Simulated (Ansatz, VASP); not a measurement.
## One calculation of Sr2Mg, two programs

```xyz
3
Lattice="-2.1182 2.1182 7.2475 2.1182 -2.1182 7.2475 2.1182 2.1182 -7.2475" Properties=species:S:1:pos:R:3 pbc="T T T"
Sr    0.0000    0.0000    5.1897
Sr    0.0000    0.0000    9.3053
Mg    0.0000    0.0000    0.0000
```

Alike in both runs: task single point; functional PBEsol; k mesh 12 × 12 × 12; occupations fermi-dirac, width 0.05 eV; no spin polarisation.

|  | VASP | Ansatz |
| --- | --- | --- |
| version | VASP 6.6.1 | Ansatz 0.2.0 |
| potentials or method | VASP PAW PBE potentials, release 64 (Sr_sv, Mg), cutoff 520 eV | all-electron LAPW, scalar-relativistic |

```csv
,VASP,Ansatz,Ansatz less VASP
pressure (GPa),-0.9,-0.9,-0.01
"traceless stress, the component that is largest in VASP (GPa)",0.08,0.08,-0.001
```

VASP's potentials were made for PBE, not for PBEsol. Ansatz ran all-electron here, and VASP with PAW potentials.
